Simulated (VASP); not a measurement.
Set up this calculation in VASP 6.6.1, as the native input.

* Task: relaxation of shape and atoms at fixed volume
* Functional: PBE
* Dispersion: D3(BJ)
* Potentials or basis: VASP PAW PBE potentials, release 64 (Tl_d)
* Cutoff: 600 eV
* k mesh: 15 × 15 × 4
* Occupations: gaussian, width 0.1 eV
* Spin: no spin polarisation
* Dipole correction: no
* Further INCAR settings: ALGO = Normal; EDIFF = 1e-06; IBRION = 2; EDIFFG = -0.01; NSW = 50; ISIF = 4

The structure of Tl lies in POSCAR:

```
Tl
1.0
    3.3857500656      0.0000000000      0.0000000000
   -1.6928750328      2.9321455677      0.0000000000
    0.0000000000      0.0000000000     11.1182851142
Tl
4
Direct
    0.0000000000      0.0000000000      0.0000000000
    0.3333333333      0.6666666667      0.2500000000
    0.0000000000      0.0000000000      0.5000000000
    0.6666666667      0.3333333333      0.7500000000
```

This cell differs from its parent crystal: volume scaled by 0.94.

The input as run:

INCAR

```
SYSTEM = Tl
PREC = Accurate ; ENCUT = 600
EDIFF = 1E-6 ; ISMEAR = 0
SIGMA = 0.1 ; LREAL = .FALSE.
LASPH = .TRUE. ; NELM = 100
ALGO = Normal ; ISIF = 4
LWAVE = .FALSE. ; LCHARG = .FALSE.
GGA = PE ; IVDW = 12
IBRION = 2 ; NSW = 50
EDIFFG = -0.01
```

KPOINTS

```
regular mesh
0
G
  15 15 4
  0 0 0
```

Potentials or basis: VASP PAW PBE potentials, release 64 (Tl_d).

The run is started by

```bash
$ cat potpaw_PBE.64/Tl_d/POTCAR > POTCAR
$ mpirun -np 1 vasp_std > vasp.out
```

It gave:

```yaml
Pressure_after_relaxing: 2.4 GPa
Band_gap_on_the_k_mesh: zero (band 26 reaches 10.30 eV, above the bottom of band 27 at 5.83 eV)
Dispersion_energy_per_atom: -0.356 eV
```

Caveat: the relaxation stopped at its first step, so nothing moved; spin-orbit coupling is left out, which moves the levels of the heavy elements; pairwise dispersion overbinds metals, which lowers pressure and volume.

It took 2.6 min on 1 thread of Intel(R) Xeon(R) Platinum 8375C CPU @ 2.90GHz (Ice Lake), on a shared host, peak memory 0.4 GiB.
